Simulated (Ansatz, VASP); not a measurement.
One calculation of TiB2, two programs

```
Ti B
1.0
     3.02920    0.00000    0.00000
    -1.51460    2.62336    0.00000
     0.00000    0.00000    3.22840
Ti B
1 2
Direct
  0.00000 0.00000 0.00000
  0.66667 0.33333 0.50000
  0.33333 0.66667 0.50000
```

Alike in both runs: task relaxation of cell and atoms; functional LDA; k mesh 10 × 10 × 8; occupations fermi-dirac, width 0.05 eV; no spin polarisation; Hubbard terms Ti d U = 8.0 eV.

|  | VASP | Ansatz |
| --- | --- | --- |
| version | VASP 6.6.1 | Ansatz 0.2.0 |
| potentials or method | VASP PAW LDA potentials, release 64 (Ti_sv, B) | Ansatz PAW |
| plane-wave cutoff (eV) | 600 | 420 |
| valence electrons in the cell | 18 | 18 |

```csv
,VASP,Ansatz,Ansatz less VASP
"gap on the k mesh at the Fermi level, each at its own relaxed structure (eV)",none,none,-
relaxed volume (Å³/atom),8.75,8.46,-0.292
relaxed cell length with the largest relative difference (Å),3.297,3.254,-0.0435
```

LDA's correlation is that of Perdew and Zunger in VASP and of Perdew and Wang (1992) in Ansatz. The programs project onto different local orbitals, so the same U acts differently, and such runs can settle in different states. A gap of «none» marks a metal or a gap that the smearing closes.

Noted on Ansatz's run: the plane-wave basis is chosen anew once the cell has moved, so the energies of steps on either side of that aren't comparable.
